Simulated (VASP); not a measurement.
A run of VASP 6.6.1 is set up as follows.

Contents of INCAR:

```
PREC = Accurate
ENCUT = 520
EDIFF = 1E-6
ISMEAR = -1
SIGMA = 0.01
LREAL = F
LASPH = T
NELM = 100
ALGO = Normal
ISIF = 2
LWAVE = F
LCHARG = T
GGA = PE
LELF = T
LVHAR = T
NBANDS = 14
```

File KPOINTS:

```
Automatic mesh
0
Gamma
  7 7 7
```

Contents of POSCAR:

```
NaI
1.0
    0.0000000000      3.2998749385      3.2998749385
    3.2998749385      0.0000000000      3.2998749385
    3.2998749385      3.2998749385      0.0000000000
Na I
1 1
Direct
    0.0000000000      0.0000000000      0.0000000000
    0.5000000000      0.5000000000      0.5000000000
```

Potentials or basis: VASP PAW PBE potentials, release 64 (Na_pv, I).

Run with:

```bash
$ cat potpaw_PBE.64/Na_pv/POTCAR potpaw_PBE.64/I/POTCAR > POTCAR
$ mpirun -np 1 vasp_std > vasp.out
```

**Question.** Estimate the band gap on the k mesh.

**Answer.** 3.49 eV.

**Question.** What does it give for the pressure?

**Answer.** -0.4 GPa.

Caveat: spin-orbit coupling is left out, which moves the levels of the heavy elements.
